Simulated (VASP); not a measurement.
# BaS in VASP: notebook

BaS is run at these levels: r2SCAN; tasks: single point.

All numbers are computed with VASP 6.6.1; they aren't measurements. Logs are shortened: lines on timing, memory, paths and dates and some standing lists are left out, and cuts for length are marked.

### 1 The cell of the first run

It takes space group I4/mmm (No. 139, tetragonal). Conventional cell: a = 4.542 Å, b = 4.542 Å, c = 6.295 Å, α = 90.00°, β = 90.00°, γ = 90.00°. Ba (site symmetry 4/mmm) has 6 S at 3.15 to 3.21 Å within 4.1 Å. Within 4.1 Å of S (site symmetry 4/mmm) lie 6 Ba at 3.15 to 3.21 Å.

### 2 Single point, r2SCAN (uniaxial z strain -2.0%)

Contents of POSCAR:

```
BaS
1.0
    0.0000000000      3.2117958739      3.1475599564
    3.2117958739      0.0000000000      3.1475599564
    3.2117958739      3.2117958739      0.0000000000
Ba S
1 1
Direct
    0.0000000000      0.0000000000      0.0000000000
    0.5000000000      0.5000000000      0.5000000000
```

Contents of INCAR.step1:

```
PREC = Accurate
ENCUT = 520
ISMEAR = 0
SIGMA = 0.01
LREAL = False
LASPH = True
NELM = 60
NBANDS = 15
GGA = PE
ALGO = Normal
EDIFF = 1E-4
LWAVE = True
LCHARG = False
```

Contents of INCAR.step2:

```
PREC = Accurate
ENCUT = 520
EDIFF = 1E-6
ISMEAR = 0
SIGMA = 0.01
LREAL = False
LASPH = True
NELM = 60
ALGO = Normal
ISIF = 2
LWAVE = False
LCHARG = False
METAGGA = R2SCAN
LMIXTAU = True
NBANDS = 15
ISTART = 1
```

Contents of KPOINTS:

```
regular mesh
0
Gamma
  8 8 8
```

Potentials or basis: VASP PAW PBE potentials, release 64 (Ba_sv, S).

Launch:

```bash
$ cat potpaw_PBE.64/Ba_sv/POTCAR potpaw_PBE.64/S/POTCAR > POTCAR
$ cp INCAR.step1 INCAR
$ mpirun -np 1 vasp_std > vasp.out
$ cp INCAR.step2 INCAR
$ mpirun -np 1 vasp_std > vasp.out
```

OUTCAR:

```text
PREC = Accurate
   ENCUT = 520
   EDIFF = 1E-6
   ISMEAR = 0
   LREAL = False
   LASPH = True
   NELM = 60
   ISIF = 2
   METAGGA = R2SCAN
   ISTART = 1

 ion  position               nearest neighbor table
   1  0.000  0.000  0.000-   2 3.15   2 3.15   2 3.21   2 3.21   2 3.21   2 3.21
   2  0.500  0.500  0.500-   1 3.15   1 3.15   1 3.21   1 3.21   1 3.21   1 3.21

  LATTYP: Found a body centered tetragonal cell.
 ALAT       =     4.5421652844
 C/A-ratio  =     1.3859292911

  Lattice vectors:

 A1 = (   0.0000000000,  -3.2117958739,  -3.1475599564)
 A2 = (   0.0000000000,   3.2117958739,  -3.1475599564)
 A3 = (   3.2117958739,   0.0000000000,   3.1475599564)

Analysis of symmetry for initial positions (statically):
=====================================================================
 Subroutine PRICEL returns:
 Original cell was already a primitive cell.

 Routine SETGRP: Setting up the symmetry group for a
 body centered tetragonal supercell.

 Subroutine GETGRP returns: Found 16 space group operations
 (whereof 16 operations were pure point group operations)
 out of a pool of 16 trial point group operations.

The static configuration has the point symmetry D_4h.

Analysis of symmetry for dynamics (positions and initial velocities):
=====================================================================
 Subroutine PRICEL returns:
 Original cell was already a primitive cell.

 Routine SETGRP: Setting up the symmetry group for a
 body centered tetragonal supercell.

 Subroutine GETGRP returns: Found 16 space group operations
 (whereof 16 operations were pure point group operations)
 out of a pool of 16 trial point group operations.

The dynamic configuration has the point symmetry D_4h.

 Subroutine INISYM returns: Found 16 space group operations
 (whereof 16 operations are pure point group operations),
 and found     1 'primitive' translations

----------------------------------------------------------------------------------------

                                     Primitive cell

  volume of cell :      64.9381

  direct lattice vectors                    reciprocal lattice vectors
     0.000000000  3.211795874  3.147559956    -0.155676145  0.155676145  0.158853209
     3.211795874  0.000000000  3.147559956     0.155676145 -0.155676145  0.158853209
     3.211795874  3.211795874  0.000000000     0.155676145  0.155676145 -0.158853209

  length of vectors
     4.496973028  4.496973028  4.542165284     0.271485665  0.271485665  0.271485665

  position of ions in fractional coordinates (direct lattice)
     0.000000000  0.000000000  0.000000000
     0.500000000  0.500000000  0.500000000

  ion indices of the primitive-cell ions
   primitive index   ion index
                 1           1
                 2           2

----------------------------------------------------------------------------------------

 KPOINTS: regular mesh

Automatic generation of k-mesh.
 Grid dimensions read from file:
 generate k-points for:    8    8    8

 Generating k-lattice:

  Cartesian coordinates                     Fractional coordinates (reciprocal lattice)
    -0.019459518  0.019459518  0.019856651     0.125000000  0.000000000  0.000000000
     0.019459518 -0.019459518  0.019856651     0.000000000  0.125000000  0.000000000
     0.019459518  0.019459518 -0.019856651     0.000000000  0.000000000  0.125000000

  Length of vectors
     0.033935708  0.033935708  0.033935708

  Shift w.r.t. Gamma in fractional coordinates (k-lattice)
     0.000000000  0.000000000  0.000000000

 Subroutine IBZKPT returns following result:
 ===========================================

 Found     59 irreducible k-points:

 Following reciprocal coordinates:
            Coordinates               Weight
  0.000000  0.000000  0.000000      1.000000
  0.125000 -0.000000  0.000000      8.000000
  0.250000 -0.000000  0.000000      8.000000
  0.375000 -0.000000  0.000000      8.000000
  0.500000 -0.000000  0.000000      4.000000
  0.125000  0.125000  0.000000      2.000000
[... 16 lines left out ...]
  0.250000 -0.000000  0.125000     16.000000
  0.375000  0.000000  0.125000     16.000000
 [... further k-points ...]
   k-points           NKPTS =     59   k-points in BZ     NKDIM =     59   number of bands    NBANDS=     15
   number of dos      NEDOS =    301   number of ions     NIONS =      2
   total plane-waves  NPLWV =  46656
   dimension x,y,z NGX =    36 NGY =   36 NGZ =   36
   dimension x,y,z NGXF=    72 NGYF=   72 NGZF=   72
   ions per type =               1   1
   NGX,Y,Z   is equivalent  to a cutoff of  13.31, 13.31, 13.18 a.u.
   NGXF,Y,Z  is equivalent  to a cutoff of  26.62, 26.62, 26.35 a.u.
 SYSTEM =  unknown system
   PREC   = accura    normal or accurate (medium, high low for compatibility)
   ISTART =      1    job   : 0-new  1-cont  2-samecut
   ICHARG =      0    charge: 1-file 2-atom 10-const
   ISPIN  =      1    spin polarized calculation?
   LNONCOLLINEAR =      F non collinear calculations
   LSORBIT =      F    spin-orbit coupling
   LASPH  =      T    aspherical Exc in radial PAW
   ENCUT  =  520.0 eV  38.22 Ry    6.18 a.u.   8.36  8.36  8.45*2*pi/ulx,y,z
   NELM   =     60;   NELMIN=  2; NELMDL=  0     # of ELM steps
   EDIFF  = 0.1E-05   stopping-criterion for ELM
   LREAL  =      F    real-space projection
   EDIFFG = 0.1E-04   stopping-criterion for IOM
   NSW    =      0    number of steps for IOM
   IBRION =     -1    ionic relax: 0-MD 1-quasi-New 2-CG
   NFREE  =      0    steps in history (QN), initial steepest desc. (CG)
   ISIF   =      2    stress and relaxation
   ISYM   =      2    0-nonsym 1-usesym 2-fastsym
   POTIM  = 0.5000    time-step for ionic-motion
   TEBEG  =    0.0;   TEEND  =   0.0 temperature during run
   PSTRESS=    0.0 pullay stress
   NELECT =      16.0000    total number of electrons
   NUPDOWN=      -1.0000    fix difference up-down
   EMIN   =  10.00;   EMAX   =-10.00  energy-range for DOS
   EFERMI =   0.00;   METHOD = LEGACY
   ISMEAR =     0;   SIGMA  =   0.01  broadening in eV -4-tet -1-fermi 0-gaus
   EFERMI_NEDOS =   21; number of points for ismear=-14 and -15
   IALGO  =     38    algorithm
   IMIX   =      4    mixing-type and parameters
     AMIX     =   0.40;   BMIX     =  1.00
     AMIX_MAG =   1.60;   BMIX_MAG =  1.00
  volume/ion in A,a.u.               =      32.47       219.11
  Fermi-wavevector in a.u.,A,eV,Ry     =   1.026317  1.939458 14.331379  1.053327
  Thomas-Fermi vector in A             =   2.160203
   LORBIT       =      0    0 simple, 1 ext, 2 COOP (PROOUT), +10 PAW based schemes
   METAGGA = R2SCAN    functional components
   LHFCALC =     F    Hartree Fock is set to
   AEXX    =    0.0000 exact exchange contribution
   IVDW    =     0    specifies the selected vdW correction
   LEPSILON=     F    determine dielectric tensor
   LRPA    =     F    only Hartree local field effects (RPA)
 non-spin polarized calculation
 Gauss-broadening in eV      SIGMA  =   0.01
  energy-cutoff  :      520.00
  volume of cell :       64.94
 maximum number of plane-waves:      1783
 NGX is ok and might be reduce to    36
   NGX = 17   NGY = 17   NGZ = 17

 number of electron      16.0000001 magnetization

 Free energy of the ion-electron system (eV)
  ---------------------------------------------------
  ext. energy  EPLUGINS =         0.00000000
  ---------------------------------------------------
  free energy    TOTEN  =       -39.19087290 eV

  energy without entropy =      -39.19087290  energy(sigma->0) =      -39.19087290

 E-fermi :   1.3357     XC(G=0):  -9.0938

 val. band max:        1.2871305006   @ k =   0.0000   0.0000   0.0000
 cond. band min:       3.6811842342   @ k =   0.5000   0.5000   0.0000
 fundamental gap:      2.3940537335
 Fermi energy:         1.3356836802

 k-point     1 :       0.0000    0.0000    0.0000
  band No.  band energies     occupation
      1     -25.5626      2.00000
      2     -10.1969      2.00000
      3     -10.1957      2.00000
      4     -10.1957      2.00000
      5      -9.5670      2.00000
      6       1.2131      2.00000
      7       1.2131      2.00000
      8       1.2871      2.00000
      9       5.4527      0.00000
     10       5.4983      0.00000
     11       5.4983      0.00000
     12       5.6400      0.00000
     13       6.5241      0.00000
     14       6.6740      0.00000
     15      10.4439      0.00000

 k-point     2 :       0.1250   -0.0000    0.0000
  band No.  band energies     occupation
      1     -25.5556      2.00000
      2     -10.5533      2.00000
      3     -10.2026      2.00000
      4     -10.2003      2.00000
      5      -9.1946      2.00000
      6       0.8439      2.00000
      7       1.0121      2.00000
      8       1.0525      2.00000
      9       5.5450      0.00000
     10       5.7480      0.00000
     11       5.8360      0.00000
     12       6.0262      0.00000
     13       6.9786      0.00000
     14       7.1541      0.00000
     15      11.0960      0.00000

 k-point     3 :       0.2500   -0.0000    0.0000
  band No.  band energies     occupation
      1     -25.5386      2.00000
      2     -11.0152      2.00000
      3     -10.2189      2.00000
      4     -10.2094      2.00000
      5      -8.6936      2.00000
      6       0.1139      2.00000
      7       0.6071      2.00000
      8       0.6204      2.00000
      9       5.7768      0.00000
     10       6.4460      0.00000
     11       6.4917      0.00000
     12       7.2091      0.00000
     13       8.1343      0.00000
     14       8.3592      0.00000
     15      12.4132      0.00000
[... 343 lines left out ...]
 k-point    23 :       0.2500   -0.0000    0.1250
  band No.  band energies     occupation
      1     -25.5402      2.00000
      2     -10.8698      2.00000
      3     -10.2485      2.00000
      4     -10.2366      2.00000
      5      -8.8533      2.00000
      6       0.0815      2.00000
      7       0.8631      2.00000
      8       0.9616      2.00000
      9       5.0403      0.00000
     10       6.5633      0.00000
     11       6.7472      0.00000
     12       6.8497      0.00000
     13       7.3841      0.00000
     14       8.8747      0.00000
     15      12.4083      0.00000

 k-point    24 :       0.3750    0.0000    0.1250
  band No.  band energies     occupation
      1     -25.5232      2.00000
      2     -11.1839      2.00000
      3     -10.2626      2.00000
      4     -10.2565      2.00000
      5      -8.5353      2.00000
      6      -0.2558      2.00000
      7       0.4175      2.00000
      8       0.5692      2.00000
      9       5.4988      0.00000
     10       7.4737      0.00000
     11       7.7004      0.00000
     12       7.7266      0.00000
     13       8.6010      0.00000
     14       9.9044      0.00000
     15      12.0704      0.00000

 [... further k-points ...]

------------------------ aborting loop because EDIFF is reached ----------------------------------------

  FORCE on cell =-STRESS in cart. coord.  units (eV):
  Direction    XX          YY          ZZ          XY          YZ          ZX
  --------------------------------------------------------------------------------------
  -------------------------------------------------------------------------------------
  Total        0.3841495      0.3841495      1.2143933      0.0000000     -0.0000000     -0.0000000
  in kB        9.4778750      9.4778750     29.9619493      0.0000000     -0.0000000     -0.0000000
  external PRESSURE =      16.3058997 kB  Pullay stress =       0.0000000 kB

 VOLUME and BASIS-vectors are now :
 -----------------------------------------------------------------------------
  energy-cutoff  :      520.00
  volume of cell :       64.94
      direct lattice vectors                 reciprocal lattice vectors
     0.000000000  3.211795874  3.147559956    -0.155676145  0.155676145  0.158853209
     3.211795874  0.000000000  3.147559956     0.155676145 -0.155676145  0.158853209
     3.211795874  3.211795874  0.000000000     0.155676145  0.155676145 -0.158853209

 POSITION                                       TOTAL-FORCE (eV/Angst)
 -----------------------------------------------------------------------------------
      0.00000      0.00000      0.00000         0.000000      0.000000      0.000000
      3.21180      3.21180      3.14756        -0.000000     -0.000000      0.000000
 -----------------------------------------------------------------------------------
    total drift:                                0.000000      0.000000      0.000000

  FREE ENERGIE OF THE ION-ELECTRON SYSTEM (eV)
  ---------------------------------------------------
  free  energy   TOTEN  =       -39.1908728998 eV

  energy  without entropy=      -39.1908728998  energy(sigma->0) =      -39.19087290
```

Run time: 79 s. Hardware: 1 thread of Intel Xeon 6975P-C (Granite Rapids), shared host; peak memory 0.25 GiB.

Results:

| Item | Value |
| --- | --- |
| Free energy | -39.1909 eV |
| Pressure | 1.6 GPa |
| Band gap on the k mesh | 2.39 eV (least direct gap 2.54 eV) |

Levels at points of the mesh, in eV from the valence-band top:
```csv
k point,band 6,band 7,band 8,band 9,band 10,band 11
"(0.00, 0.00, 0.00)",-0.07,-0.07,0.00,4.17,4.21,4.21
"(0.50, 0.00, 0.00)",-1.97,-1.15,-1.14,6.00,6.10,6.80
"(0.50, 0.50, 0.00)",-0.49,-0.21,-0.21,2.39,6.51,6.70
"(0.50, 0.00, 0.50)",-0.61,-0.21,-0.12,2.41,6.41,6.75
```

Caveat: the cell differs from its parent crystal (uniaxial z strain -2.0%); the PAW data sets were made with another functional, which shifts forces and pressure a little; spin-orbit coupling is left out, which moves the levels of the heavy elements. A k mesh can miss the band edges.

### 3 Single point, r2SCAN (uniaxial x strain +4.0%)

Contents of POSCAR:

```
BaS
1.0
    0.0000000000      3.2117958739      3.2117958739
    3.3402677089      0.0000000000      3.2117958739
    3.3402677089      3.2117958739      0.0000000000
Ba S
1 1
Direct
    0.0000000000      0.0000000000      0.0000000000
    0.5000000000      0.5000000000      0.5000000000
```

Contents of INCAR.step1:

```
SYSTEM = BaS
ALGO     = Normal         ! electronic algorithm
EDIFF    = 1E-4           ! SCF threshold, eV
ENCUT    = 520            ! plane-wave cutoff, eV
GGA      = PE             ! functional
ISMEAR   = 0              ! smearing method
LASPH    = .True.         ! aspherical terms in the spheres
LCHARG   = .False.        ! write CHGCAR
LREAL    = .False.        ! projectors in reciprocal space
LWAVE    = .True.         ! write WAVECAR
NBANDS   = 15             ! bands
NELM     = 80             ! most SCF steps
PREC     = Accurate       ! precision mode
SIGMA    = 0.01           ! smearing width, eV
```

Contents of INCAR.step2:

```
SYSTEM = BaS
ALGO     = Normal         ! electronic algorithm
EDIFF    = 1E-6           ! SCF threshold, eV
ENCUT    = 520            ! plane-wave cutoff, eV
ISIF     = 2              ! what is computed and relaxed
ISMEAR   = 0              ! smearing method
ISTART   = 1            
LASPH    = .True.         ! aspherical terms in the spheres
LCHARG   = .False.        ! write CHGCAR
LMIXTAU  = .True.       
LREAL    = .False.        ! projectors in reciprocal space
LWAVE    = .False.        ! write WAVECAR
METAGGA  = R2SCAN         ! meta-GGA
NBANDS   = 15             ! bands
NELM     = 80             ! most SCF steps
PREC     = Accurate       ! precision mode
SIGMA    = 0.01           ! smearing width, eV
```

Contents of KPOINTS:

```
k-points
0
Gamma
  8 8 8
  0 0 0
```

Potentials or basis: VASP PAW PBE potentials, release 64 (Ba_sv, S).

Launch:

```bash
$ cat potpaw_PBE.64/Ba_sv/POTCAR potpaw_PBE.64/S/POTCAR > POTCAR
$ cp INCAR.step1 INCAR
$ mpirun -np 1 vasp_std > vasp.out
$ cp INCAR.step2 INCAR
$ mpirun -np 1 vasp_std > vasp.out
```

It took 99 s on 1 thread of Intel Xeon 6975P-C (Granite Rapids), shared host; peak memory 0.25 GiB.

The run converged. Its results:

```yaml
Free_energy: -39.1858 eV
Pressure: -0.9 GPa
Band_gap_on_the_k_mesh: 2.51 eV (least direct gap 2.67 eV)
```

Stress tensor (GPa, compression positive):
```
-2.69  0.00  0.00
 0.00 -0.06  0.00
 0.00  0.00 -0.06
```

Levels at points of the mesh, in eV from the valence-band top:
```csv
k point,band 5,band 6,band 7,band 8,band 9,band 10,band 11,band 12
"(0.00, 0.00, 0.00)",-10.75,-0.10,0.00,0.00,3.84,4.09,4.35,4.35
"(0.50, 0.00, 0.00)",-9.64,-1.84,-1.03,-1.01,5.80,5.91,6.57,6.66
"(0.50, 0.50, 0.00)",-10.66,-0.55,-0.27,-0.16,2.51,6.15,6.57,7.50
"(0.00, 0.50, 0.50)",-10.66,-0.73,-0.15,-0.15,2.54,6.29,6.34,7.71
```

Caveat: the cell differs from its parent crystal (uniaxial x strain +4.0%); the PAW data sets were made with another functional, which shifts forces and pressure a little; spin-orbit coupling is left out, which moves the levels of the heavy elements.

### 4 Single point, r2SCAN (epitaxial 111 strain -2.0%)

Contents of POSCAR:

```
BaS
1.0
    0.0820874479      3.2296474043      3.2296474043
    3.2296474043      0.0820874479      3.2296474043
    3.2296474043      3.2296474043      0.0820874479
Ba S
1 1
Direct
    0.0000000000      0.0000000000      0.0000000000
    0.5000000000      0.5000000000      0.5000000000
```

Contents of INCAR.step1:

```
PREC = Accurate
ENCUT = 520
ISMEAR = 0
SIGMA = 0.01
LREAL = False
LASPH = True
NELM = 60
NBANDS = 15
GGA = PE
ALGO = Normal
EDIFF = 1E-4
LWAVE = True
LCHARG = False
```

Contents of INCAR.step2:

```
PREC = Accurate
ENCUT = 520
EDIFF = 1E-7
ISMEAR = 0
SIGMA = 0.01
LREAL = False
LASPH = True
NELM = 60
ALGO = Normal
ISIF = 2
LWAVE = False
LCHARG = False
METAGGA = R2SCAN
LMIXTAU = True
NBANDS = 15
ISTART = 1
```

Contents of KPOINTS:

```
regular mesh
0
Gamma
  8 8 8
```

Launch:

```bash
$ cat potpaw_PBE.64/Ba_sv/POTCAR potpaw_PBE.64/S/POTCAR > POTCAR
$ cp INCAR.step1 INCAR
$ mpirun -np 1 vasp_std > vasp.out
$ cp INCAR.step2 INCAR
$ mpirun -np 1 vasp_std > vasp.out
```

It took 1.7 min on 1 thread of Intel Xeon 6975P-C (Granite Rapids), shared host; peak memory 0.25 GiB.

It converged, with:

| Item | Value |
| --- | --- |
| Free energy | -39.1872 eV |
| Pressure | 1.6 GPa |
| Band gap on the k mesh | 2.41 eV (least direct gap 2.54 eV) |

Stress tensor (GPa, compression positive):
```
 1.64 -0.52 -0.52
-0.52  1.64 -0.52
-0.52 -0.52  1.64
```

Levels at points of the mesh, in eV from the valence-band top:
```tsv
k point	band 4	band 5	band 6	band 7	band 8	band 9	band 10	band 11	band 12	band 13
(0.00, 0.00, 0.00)	-11.47	-10.84	-0.10	0.00	0.00	3.96	4.31	4.37	4.37	5.33
(0.50, 0.00, 0.00)	-11.50	-9.49	-1.96	-1.24	-1.08	5.94	6.12	6.81	7.05	9.33
(0.50, 0.50, 0.00)	-11.66	-10.75	-0.56	-0.20	-0.13	2.41	6.48	6.69	7.96	8.03
(0.50, 0.50, 0.50)	-11.50	-9.44	-1.97	-1.02	-1.02	5.92	6.13	6.69	6.69	9.51
```

Caveat: the cell differs from its parent crystal (epitaxial 111 strain -2.0%); the PAW data sets were made with another functional, which shifts forces and pressure a little; spin-orbit coupling is left out, which moves the levels of the heavy elements. A k mesh can miss the band edges.

### 5 Overview

| cell | gap on the mesh (eV) | pressure (GPa) |
| --- | --- | --- |
| a = 4.497, b = 4.497, c = 4.542 Å, angles 59.7, 59.7, 60.7°, 2 atoms | 2.39 | 1.6 |
| a = 4.542, b = 4.634, c = 4.634 Å, angles 58.7, 60.7, 60.7°, 2 atoms | 2.51 | -0.9 |
| a = 4.568 Å, angles 58.3°, 2 atoms | 2.41 | 1.6 |

Alike in all rows: task single point; level r2SCAN; potentials or basis VASP PAW PBE potentials, release 64 (Ba_sv, S); no spin polarisation; k mesh 8 × 8 × 8; cutoff (eV) 520; smearing gaussian 0.01 eV.

Caveats: the PAW data sets were made with another functional, which shifts forces and pressure a little; spin-orbit coupling is left out, which moves the levels of the heavy elements.

Total energies depend on the potentials used, so only differences within one code and one set of settings carry meaning.
